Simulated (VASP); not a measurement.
# GaSb2 in VASP: further runs, part 3 of 3

VASP 6.6.1. Earlier steps stand in the parts before.

**5. Single point, PBE**

This run uses another cell than the first one, of 26.87 Å³/atom.

Contents of INCAR:

```
SYSTEM = GaSb2
PREC = Accurate ; ENCUT = 520
EDIFF = 1E-6 ; ISMEAR = 0
SIGMA = 0.1 ; LREAL = .False.
LASPH = .True. ; NELM = 100
ALGO = Normal ; ISIF = 2
LWAVE = .False. ; LCHARG = .False.
GGA = PE ; NBANDS = 32
```

Contents of KPOINTS:

```
Automatic mesh
0
Gamma
  12 12 4
  0 0 0
```

Contents of POSCAR:

```
GaSb2
1.0
    4.0702565058      0.0000000000      0.0000000000
   -2.0351282529      3.5249455339      0.0000000000
    0.0000000000      0.0000000000     11.2354703109
Ga Sb
2 4
Direct
    0.3333333333      0.6666666667      0.2500000000
    0.6666666667      0.3333333333      0.7500000000
    0.3333333333      0.6666666667      0.5918859729
    0.6666666667      0.3333333333      0.0918859729
    0.3333333333      0.6666666667      0.9081140271
    0.6666666667      0.3333333333      0.4081140271
```

Potentials or basis: VASP PAW PBE potentials, release 64 (Ga_d, Sb).

Started as:

```
cat potpaw_PBE.64/Ga_d/POTCAR potpaw_PBE.64/Sb/POTCAR > POTCAR
mpirun -np 1 vasp_std > vasp.out
```

OUTCAR:

```text
SYSTEM = GaSb2
   PREC = Accurate
   ENCUT = 520
   EDIFF = 1E-6
   ISMEAR = 0
   LREAL = .False.
   LASPH = .True.
   NELM = 100
   ISIF = 2
   GGA = PE

 ion  position               nearest neighbor table
   1  0.333  0.667  0.250-   4 2.95   6 2.95   4 2.95   6 2.95   4 2.95   6 2.95
   2  0.667  0.333  0.750-   3 2.95   5 2.95   3 2.95   5 2.95   3 2.95   5 2.95
   3  0.333  0.667  0.592-   2 2.95   2 2.95   2 2.95   6 3.13   6 3.13   6 3.13   5 3.55
   4  0.667  0.333  0.092-   1 2.95   1 2.95   1 2.95   5 3.13   5 3.13   5 3.13   6 3.55
   5  0.333  0.667  0.908-   2 2.95   2 2.95   2 2.95   4 3.13   4 3.13   4 3.13   3 3.55
   6  0.667  0.333  0.408-   1 2.95   1 2.95   1 2.95   3 3.13   3 3.13   3 3.13   4 3.55

  LATTYP: Found a hexagonal cell.
 ALAT       =     4.0702565058
 C/A-ratio  =     2.7603838468

  Lattice vectors:

 A1 = (   4.0702565058,   0.0000000000,   0.0000000000)
 A2 = (  -2.0351282529,   3.5249455339,   0.0000000000)
 A3 = (   0.0000000000,   0.0000000000,  11.2354703109)

Analysis of symmetry for initial positions (statically):
=====================================================================
 Subroutine PRICEL returns:
 Original cell was already a primitive cell.

 Routine SETGRP: Setting up the symmetry group for a
 hexagonal supercell.

 Subroutine GETGRP returns: Found 24 space group operations
 (whereof 12 operations were pure point group operations)
 out of a pool of 24 trial point group operations.

The static configuration has the point symmetry D_3d.
 The point group associated with its full space group is D_6h.

Analysis of symmetry for dynamics (positions and initial velocities):
=====================================================================
 Subroutine PRICEL returns:
 Original cell was already a primitive cell.

 Routine SETGRP: Setting up the symmetry group for a
 hexagonal supercell.

 Subroutine GETGRP returns: Found 24 space group operations
 (whereof 12 operations were pure point group operations)
 out of a pool of 24 trial point group operations.

The dynamic configuration has the point symmetry D_3d.
 The point group associated with its full space group is D_6h.

 Subroutine INISYM returns: Found 24 space group operations
 (whereof 12 operations are pure point group operations),
 and found     1 'primitive' translations

----------------------------------------------------------------------------------------

                                     Primitive cell

  volume of cell :     161.2002

  direct lattice vectors                    reciprocal lattice vectors
     4.070256506  0.000000000  0.000000000     0.245684762  0.141846163  0.000000000
    -2.035128253  3.524945534  0.000000000     0.000000000  0.283692327  0.000000000
     0.000000000  0.000000000 11.235470311     0.000000000  0.000000000  0.089003840

  length of vectors
     4.070256506  4.070256506 11.235470311     0.283692327  0.283692327  0.089003840

  position of ions in fractional coordinates (direct lattice)
     0.333333333  0.666666667  0.250000000
     0.666666667  0.333333333  0.750000000
     0.333333333  0.666666667  0.591885973
     0.666666667  0.333333333  0.091885973
     0.333333333  0.666666667  0.908114027
     0.666666667  0.333333333  0.408114027

  ion indices of the primitive-cell ions
   primitive index   ion index
                 1           1
[... 28 lines left out ...]
 ===========================================

 Found     57 irreducible k-points:

 Following reciprocal coordinates:
            Coordinates               Weight
  0.000000  0.000000  0.000000      1.000000
  0.083333  0.000000  0.000000      6.000000
  0.166667  0.000000  0.000000      6.000000
  0.250000  0.000000  0.000000      6.000000
  0.333333  0.000000  0.000000      6.000000
  0.416667  0.000000  0.000000      6.000000
[... 16 lines left out ...]
  0.250000  0.000000  0.250000     12.000000
  0.333333  0.000000  0.250000     12.000000
 [... further k-points ...]
   k-points           NKPTS =     57   k-points in BZ     NKDIM =     57   number of bands    NBANDS=     32
   number of dos      NEDOS =    301   number of ions     NIONS =      6
   total plane-waves  NPLWV =  75600
   dimension x,y,z NGX =    30 NGY =   30 NGZ =   84
   dimension x,y,z NGXF=    60 NGYF=   60 NGZF=  168
   ions per type =               2   4
   NGX,Y,Z   is equivalent  to a cutoff of  12.25, 12.25, 12.43 a.u.
   NGXF,Y,Z  is equivalent  to a cutoff of  24.51, 24.51, 24.86 a.u.
 SYSTEM =  GaSb2
   PREC   = accura    normal or accurate (medium, high low for compatibility)
   ISTART =      0    job   : 0-new  1-cont  2-samecut
   ICHARG =      2    charge: 1-file 2-atom 10-const
   ISPIN  =      1    spin polarized calculation?
   LNONCOLLINEAR =      F non collinear calculations
   LSORBIT =      F    spin-orbit coupling
   LASPH  =      T    aspherical Exc in radial PAW
   ENCUT  =  520.0 eV  38.22 Ry    6.18 a.u.   7.57  7.57 20.89*2*pi/ulx,y,z
   NELM   =    100;   NELMIN=  2; NELMDL= -5     # of ELM steps
   EDIFF  = 0.1E-05   stopping-criterion for ELM
   LREAL  =      F    real-space projection
   EDIFFG = 0.1E-04   stopping-criterion for IOM
   NSW    =      0    number of steps for IOM
   IBRION =     -1    ionic relax: 0-MD 1-quasi-New 2-CG
   NFREE  =      0    steps in history (QN), initial steepest desc. (CG)
   ISIF   =      2    stress and relaxation
   ISYM   =      2    0-nonsym 1-usesym 2-fastsym
   POTIM  = 0.5000    time-step for ionic-motion
   TEBEG  =    0.0;   TEEND  =   0.0 temperature during run
   PSTRESS=    0.0 pullay stress
   NELECT =      46.0000    total number of electrons
   NUPDOWN=      -1.0000    fix difference up-down
   EMIN   =  10.00;   EMAX   =-10.00  energy-range for DOS
   EFERMI =   0.00;   METHOD = LEGACY
   ISMEAR =     0;   SIGMA  =   0.10  broadening in eV -4-tet -1-fermi 0-gaus
   EFERMI_NEDOS =   21; number of points for ismear=-14 and -15
   IALGO  =     38    algorithm
   IMIX   =      4    mixing-type and parameters
     AMIX     =   0.40;   BMIX     =  1.00
     AMIX_MAG =   1.60;   BMIX_MAG =  1.00
  volume/ion in A,a.u.               =      26.87       181.31
  Fermi-wavevector in a.u.,A,eV,Ry     =   1.077802  2.036750 15.805303  1.161657
  Thomas-Fermi vector in A             =   2.213723
   LORBIT       =      0    0 simple, 1 ext, 2 COOP (PROOUT), +10 PAW based schemes
   GGA     = PE    functional components
   LHFCALC =     F    Hartree Fock is set to
   AEXX    =    0.0000 exact exchange contribution
   IVDW    =     0    specifies the selected vdW correction
   LEPSILON=     F    determine dielectric tensor
   LRPA    =     F    only Hartree local field effects (RPA)
 non-spin polarized calculation
 Gauss-broadening in eV      SIGMA  =   0.10
  energy-cutoff  :      520.00
  volume of cell :      161.20
 maximum number of plane-waves:      4374
   NGX = 15   NGY = 15   NGZ = 41

 number of electron      46.0000011 magnetization

 Free energy of the ion-electron system (eV)
  ---------------------------------------------------
  ext. energy  EPLUGINS =         0.00000000
  ---------------------------------------------------
  free energy    TOTEN  =       -21.63197923 eV

  energy without entropy =      -21.61524330  energy(sigma->0) =      -21.62361126

 E-fermi :   6.4871     XC(G=0):  -9.8286

 val. band max:        6.4836351486   @ k =   0.2500   0.0833   0.0000
 cond. band min:       6.4974040122   @ k =   0.1667   0.0833   0.0000
 fundamental gap:      0.0137688636
 Fermi energy:         6.4870957677

 k-point     1 :       0.0000    0.0000    0.0000
  band No.  band energies     occupation
      1      -8.3733      2.00000
      2      -8.3733      2.00000
      3      -8.3728      2.00000
      4      -8.3728      2.00000
      5      -8.3705      2.00000
      6      -8.3686      2.00000
[... 829 lines left out ...]
     31      10.8669      0.00000
     32      10.9156      0.00000

 [... further k-points ...]
[... 5 lines left out ...]
  --------------------------------------------------------------------------------------
  -------------------------------------------------------------------------------------
  Total       -0.0039979     -0.0039979     -0.0039053      0.0000000     -0.0000000      0.0000000
  in kB       -0.0397350     -0.0397350     -0.0388155      0.0000000     -0.0000000      0.0000000
  external PRESSURE =      -0.0394285 kB  Pullay stress =       0.0000000 kB

 VOLUME and BASIS-vectors are now :
 -----------------------------------------------------------------------------
  energy-cutoff  :      520.00
  volume of cell :      161.20
      direct lattice vectors                 reciprocal lattice vectors
     4.070256506  0.000000000  0.000000000     0.245684762  0.141846163  0.000000000
    -2.035128253  3.524945534  0.000000000     0.000000000  0.283692327  0.000000000
     0.000000000  0.000000000 11.235470311     0.000000000  0.000000000  0.089003840

 POSITION                                       TOTAL-FORCE (eV/Angst)
 -----------------------------------------------------------------------------------
     -0.00000      2.34996      2.80887         0.000000     -0.000000      0.000000
      2.03513      1.17498      8.42660        -0.000000      0.000000     -0.000000
     -0.00000      2.34996      6.65012         0.000000      0.000000     -0.006032
      2.03513      1.17498      1.03238        -0.000000     -0.000000     -0.006032
     -0.00000      2.34996     10.20309         0.000000      0.000000      0.006032
      2.03513      1.17498      4.58535        -0.000000     -0.000000      0.006032
 -----------------------------------------------------------------------------------
    total drift:                               -0.000000      0.000000      0.000000

  FREE ENERGIE OF THE ION-ELECTRON SYSTEM (eV)
  ---------------------------------------------------
  free  energy   TOTEN  =       -21.6319792271 eV

  energy  without entropy=      -21.6152432999  energy(sigma->0) =      -21.62361126
```

OSZICAR:

```text
N       E                     dE             d eps       ncg     rms          rms(c)
DAV:   1     0.323913457313E+03    0.32391E+03   -0.19159E+04  3720   0.163E+03
DAV:   2     0.162781481228E+02   -0.30764E+03   -0.29563E+03  4048   0.421E+02
DAV:   3    -0.202105544028E+02   -0.36489E+02   -0.34983E+02  4464   0.114E+02
DAV:   4    -0.216436704678E+02   -0.14331E+01   -0.14204E+01  4360   0.241E+01
DAV:   5    -0.216841781396E+02   -0.40508E-01   -0.40478E-01  4816   0.403E+00    0.422E+00
DAV:   6    -0.216420190466E+02    0.42159E-01   -0.87998E-02  4888   0.270E+00    0.238E+00
DAV:   7    -0.216317786525E+02    0.10240E-01   -0.60789E-02  4544   0.164E+00    0.212E-01
DAV:   8    -0.216318444917E+02   -0.65839E-04   -0.12676E-02  4192   0.876E-01    0.118E-01
DAV:   9    -0.216319089676E+02   -0.64476E-04   -0.56551E-04  5096   0.157E-01    0.708E-02
DAV:  10    -0.216319757037E+02   -0.66736E-04   -0.99474E-05  4272   0.552E-02    0.111E-02
DAV:  11    -0.216319783879E+02   -0.26842E-05   -0.11840E-05  4624   0.285E-02    0.551E-03
DAV:  12    -0.216319792271E+02   -0.83921E-06   -0.14670E-06  3072   0.620E-03
   1 F= -.21631979E+02 E0= -.21623611E+02  d E =-.167359E-01
```

It took 7 min on 1 thread of Intel Xeon 8259CL, shared host; peak memory 0.42 GiB.

Results:

```
Free energy            : -21.6320 eV
Pressure               : 0.0 GPa
Largest force          : 0.006 eV/Å
Band gap on the k mesh : zero (bands 23 and 24 overlap by 2.64 eV)
```

Forces in eV/Å, atoms in the order of the input:
```
Ga   0.000  0.000  0.000
Ga   0.000  0.000  0.000
Sb   0.000  0.000 -0.006
Sb   0.000  0.000 -0.006
Sb   0.000  0.000  0.006
Sb   0.000  0.000  0.006
```

Caveat: spin-orbit coupling is left out, which moves the levels of the heavy elements.

**6. Overview**

```csv
task,cell,k mesh,cutoff (eV),gap on the mesh (eV),pressure (GPa),largest force (eV/Å)
single point,"a = 4.158, b = 4.159, c = 10.997 Å, angles 90.0, 90.0, 120.0°, 6 atoms, atomic positions A",6 × 6 × 2,520,none,0.0,0.01
relaxation of cell and atoms,"relaxed from a = 3.445, b = 3.445, c = 13.400 Å, angles 90.0, 90.0, 120.0°, 6 atoms, atomic positions B",6 × 6 × 2,600,none,-0.1,-
single point,"a = 4.071, b = 4.071, c = 11.235 Å, angles 90.0, 90.0, 120.0°, 6 atoms, atomic positions C",12 × 12 × 4,520,none,0.0,-
single point,"a = 4.070, b = 4.070, c = 11.235 Å, angles 90.0, 90.0, 120.0°, 6 atoms, atomic positions C",12 × 12 × 4,520,none,0.0,0.01
```

Alike in all rows: level PBE; potentials or basis VASP PAW PBE potentials, release 64 (Ga_d, Sb); no spin polarisation; smearing gaussian 0.1 eV.

Caveats: spin-orbit coupling is left out, which moves the levels of the heavy elements; the volume moved by over 15 % at a fixed basis, so the end points are rough (at least some runs).

Absolute energies hang on the potentials; compare differences alone.
